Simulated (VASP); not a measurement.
# Ti6C (Fm-3m) in VASP: relaxation of cell and atoms with PBE

Aim: the relaxation of cell and atoms of Ti6C with PBE.

Program: VASP 6.6.1. These are calculated values, not measurements. Logs are shortened: lines on timing, memory, paths and dates and some standing lists are left out, and cuts for length are marked.

## (1) The cell of the first run

It takes space group Fm-3m (No. 225, cubic). The conventional cell has a = 7.556 Å, b = 7.556 Å, c = 7.556 Å, α = 90.00°, β = 90.00°, γ = 90.00°. Within 3.5 Å of Ti (site symmetry mmm) lie 8 Ti at 2.67 Å and 2 C at 2.67 Å. C (site symmetry m-3m) has 12 Ti at 2.67 Å within 3.5 Å.

## (2) Relaxation of cell and atoms, PBE

The input, INCAR:

```
PREC = Accurate ; ENCUT = 600
EDIFF = 1E-6 ; ISMEAR = 0
SIGMA = 0.1 ; LREAL = False
LASPH = True ; NELM = 100
ALGO = Normal ; ISIF = 3
LWAVE = False ; LCHARG = False
GGA = PE ; IBRION = 2
NSW = 100 ; EDIFFG = -0.01
```

The input, KPOINTS:

```
regular mesh
0
Gamma
  10 10 10
```

The input, POSCAR:

```
Ti6C
1.0
    0.0000000000      3.7780797118      3.7780797118
    3.7780797118      0.0000000000      3.7780797118
    3.7780797118      3.7780797118      0.0000000000
Ti C
6 1
Direct
    0.5000000000      0.5000000000      0.0000000000
    0.5000000000      0.0000000000      0.5000000000
    0.0000000000      0.0000000000      0.5000000000
    0.0000000000      0.5000000000      0.0000000000
    0.0000000000      0.5000000000      0.5000000000
    0.5000000000      0.0000000000      0.0000000000
    0.0000000000      0.0000000000      0.0000000000
```

Potentials or basis: VASP PAW PBE potentials, release 64 (Ti_sv, C).

Command:

```
$ cat potpaw_PBE.64/Ti_sv/POTCAR potpaw_PBE.64/C/POTCAR > POTCAR
$ mpirun -np 1 vasp_std > vasp.out
```

OUTCAR:

```text
PREC = Accurate
   ENCUT = 600
   EDIFF = 1E-6
   ISMEAR = 0
   LREAL = False
   LASPH = True
   NELM = 100
   ISIF = 3
   GGA = PE
   IBRION = 2
   NSW = 100
   EDIFFG = -0.01

 ion  position               nearest neighbor table
   1  0.500  0.500  0.000-   4 2.67   6 2.67   2 2.67   5 2.67   2 2.67   6 2.67   4 2.67   5 2.67

   2  0.500  0.000  0.500-   3 2.67   6 2.67   1 2.67   6 2.67   1 2.67   5 2.67   3 2.67   5 2.67

   3  0.000  0.000  0.500-   2 2.67   5 2.67   4 2.67   6 2.67   4 2.67   5 2.67   2 2.67   6 2.67

   4  0.000  0.500  0.000-   1 2.67   5 2.67   3 2.67   5 2.67   3 2.67   6 2.67   1 2.67   6 2.67

   5  0.000  0.500  0.500-   3 2.67   4 2.67   1 2.67   4 2.67   2 2.67   3 2.67   1 2.67   2 2.67

   6  0.500  0.000  0.000-   1 2.67   2 2.67   2 2.67   3 2.67   1 2.67   4 2.67   3 2.67   4 2.67

   7  0.000  0.000  0.000-

  LATTYP: Found a face centered cubic cell.
 ALAT       =     7.5561594236

  Lattice vectors:

 A1 = (   0.0000000000,   3.7780797118,   3.7780797118)
 A2 = (   3.7780797118,   0.0000000000,   3.7780797118)
 A3 = (   3.7780797118,   3.7780797118,   0.0000000000)

Analysis of symmetry for initial positions (statically):
=====================================================================
 Subroutine PRICEL returns:
 Original cell was already a primitive cell.

 Routine SETGRP: Setting up the symmetry group for a
 face centered cubic supercell.

 Subroutine GETGRP returns: Found 48 space group operations
 (whereof 48 operations were pure point group operations)
 out of a pool of 48 trial point group operations.

The static configuration has the point symmetry O_h .

Analysis of symmetry for dynamics (positions and initial velocities):
=====================================================================
 Subroutine PRICEL returns:
 Original cell was already a primitive cell.

 Routine SETGRP: Setting up the symmetry group for a
 face centered cubic supercell.

 Subroutine GETGRP returns: Found 48 space group operations
 (whereof 48 operations were pure point group operations)
 out of a pool of 48 trial point group operations.

The dynamic configuration has the point symmetry O_h .

 Subroutine INISYM returns: Found 48 space group operations
 (whereof 48 operations are pure point group operations),
 and found     1 'primitive' translations

----------------------------------------------------------------------------------------

[... 111 lines left out ...]
   TEBEG  =    0.0;   TEEND  =   0.0 temperature during run
   PSTRESS=    0.0 pullay stress
   NELECT =      76.0000    total number of electrons
   NUPDOWN=      -1.0000    fix difference up-down
   EMIN   =  10.00;   EMAX   =-10.00  energy-range for DOS
   EFERMI =   0.00;   METHOD = LEGACY
   ISMEAR =     0;   SIGMA  =   0.10  broadening in eV -4-tet -1-fermi 0-gaus
   EFERMI_NEDOS =   21; number of points for ismear=-14 and -15
   IALGO  =     38    algorithm
   IMIX   =      4    mixing-type and parameters
     AMIX     =   0.40;   BMIX     =  1.00
     AMIX_MAG =   1.60;   BMIX_MAG =  1.00
  volume/ion in A,a.u.               =      15.41       103.98
  Fermi-wavevector in a.u.,A,eV,Ry     =   1.456794  2.752942 28.874961  2.122250
  Thomas-Fermi vector in A             =   2.573671
   LORBIT       =      0    0 simple, 1 ext, 2 COOP (PROOUT), +10 PAW based schemes
   GGA     = PE    functional components
   LHFCALC =     F    Hartree Fock is set to
   AEXX    =    0.0000 exact exchange contribution
   IVDW    =     0    specifies the selected vdW correction
   LEPSILON=     F    determine dielectric tensor
   LRPA    =     F    only Hartree local field effects (RPA)
 conjugate gradient relaxation of ions
 non-spin polarized calculation
 Gauss-broadening in eV      SIGMA  =   0.10
  energy-cutoff  :      600.00
  volume of cell :      107.86
 maximum number of plane-waves:      3647
 NGX is ok and might be reduce to    48
   NGX = 21   NGY = 21   NGZ = 21

--------------------------------------- Ionic step        1  -------------------------------------------

 number of electron      75.9999994 magnetization

 Free energy of the ion-electron system (eV)
  ---------------------------------------------------
  ext. energy  EPLUGINS =         0.00000000
  ---------------------------------------------------
  free energy    TOTEN  =       -52.38988968 eV

  energy without entropy =      -52.34718234  energy(sigma->0) =      -52.36853601

------------------------ aborting loop because EDIFF is reached ----------------------------------------

  FORCE on cell =-STRESS in cart. coord.  units (eV):
  Direction    XX          YY          ZZ          XY          YZ          ZX
  --------------------------------------------------------------------------------------
  -------------------------------------------------------------------------------------
  Total       -0.1984247     -0.1984247     -0.1984247      0.0000000      0.0000000     -0.0000000
  in kB       -2.9475623     -2.9475623     -2.9475623      0.0000000      0.0000000     -0.0000000
  external PRESSURE =      -2.9475623 kB  Pullay stress =       0.0000000 kB
[... 69 lines left out ...]
--------------------------------------- Ionic step        3  -------------------------------------------

 number of electron      75.9999995 magnetization

 Free energy of the ion-electron system (eV)
  ---------------------------------------------------
  ext. energy  EPLUGINS =         0.00000000
  ---------------------------------------------------
  free energy    TOTEN  =       -52.39013852 eV

  energy without entropy =      -52.34759168  energy(sigma->0) =      -52.36886510

 E-fermi :   8.2944     XC(G=0): -11.6265

 val. band max:        8.2893726989   @ k =  -0.4000   0.5000   0.1000
 cond. band min:       8.2957129165   @ k =   0.5000   0.5000   0.0000
 fundamental gap:      0.0063402176
 Fermi energy:         8.2943927823

 k-point     1 :       0.0000    0.0000    0.0000
  band No.  band energies     occupation
      1     -48.1562      2.00000
      2     -47.9379      2.00000
      3     -47.9379      2.00000
      4     -47.9379      2.00000
      5     -47.8337      2.00000
      6     -47.8337      2.00000
[... 1141 lines left out ...]
     44       9.9818      0.00000
     45      10.0495      0.00000

 [... further k-points ...]

------------------------ aborting loop because EDIFF is reached ----------------------------------------

  FORCE on cell =-STRESS in cart. coord.  units (eV):
  Direction    XX          YY          ZZ          XY          YZ          ZX
  --------------------------------------------------------------------------------------
  -------------------------------------------------------------------------------------
  Total       -0.0176571     -0.0176571     -0.0176571      0.0000000     -0.0000000      0.0000000
  in kB       -0.2629726     -0.2629726     -0.2629726      0.0000000     -0.0000000      0.0000000
  external PRESSURE =      -0.2629726 kB  Pullay stress =       0.0000000 kB
[... 22 lines left out ...]
  FREE ENERGIE OF THE ION-ELECTRON SYSTEM (eV)
  ---------------------------------------------------
  free  energy   TOTEN  =       -52.3901385211 eV

  energy  without entropy=      -52.3475916777  energy(sigma->0) =      -52.36886510

 reached required accuracy - stopping structural energy minimisation
```

Wall time 11 min (1 thread of Intel Xeon Platinum 8488C (Sapphire Rapids), shared host); peak memory 0.47 GiB.

Results:

```
Free energy                            : -52.3901 eV
Relaxed volume                         : 15.37 Å³/atom
Relaxed cell                           : a = 5.338 Å, b = 5.338 Å, c = 5.338 Å, α = 60.00°, β = 60.00°, γ = 60.00°
Space group after relaxing (to 0.05 Å) : Fm-3m (No. 225)
Energy gained by relaxing              : 0.0 meV/atom
Ionic steps                            : 3
Pressure after relaxing                : 0.0 GPa
Band gap on the k mesh                 : zero (band 38 reaches 8.50 eV, above the bottom of band 39 at 8.20 eV)
```

The path:
```tsv
step	energy change (eV)	largest force (eV/Å)	pressure (GPa)	volume (Å³)
1	0.0000	0.0000	-0.29	107.86
2	-0.0002	0.0000	0.13	107.41
3	-0.0002	0.0000	-0.03	107.58
```

Final structure:
```
CELL_PARAMETERS angstrom
0.00000 3.77482 3.77482
3.77482 0.00000 3.77482
3.77482 3.77482 0.00000
ATOMIC_POSITIONS crystal
Ti 0.50000 0.50000 0.00000
Ti 0.50000 0.00000 0.50000
Ti 0.00000 0.00000 0.50000
Ti 0.00000 0.50000 0.00000
Ti 0.00000 0.50000 0.50000
Ti 0.50000 0.00000 0.00000
C 0.00000 0.00000 0.00000
```

Levels at points of the mesh, in eV from the Fermi level:
| k point | band 34 | band 35 | band 36 | band 37 | band 38 | band 39 | band 40 | band 41 | band 42 | band 43 |
| --- | --- | --- | --- | --- | --- | --- | --- | --- | --- | --- |
| (0.00, 0.00, 0.00) | -1.48 | -1.48 | -1.35 | -1.35 | -1.35 | 0.86 | 0.86 | 0.86 | 1.84 | 1.92 |
| (0.50, 0.00, 0.00) | -0.91 | -0.53 | -0.53 | -0.19 | -0.10 | -0.10 | 0.51 | 0.64 | 0.64 | 1.06 |
| (0.50, 0.50, 0.00) | -0.63 | -0.63 | -0.27 | 0.00 | 0.00 | 0.15 | 0.84 | 0.84 | 1.05 | 1.05 |
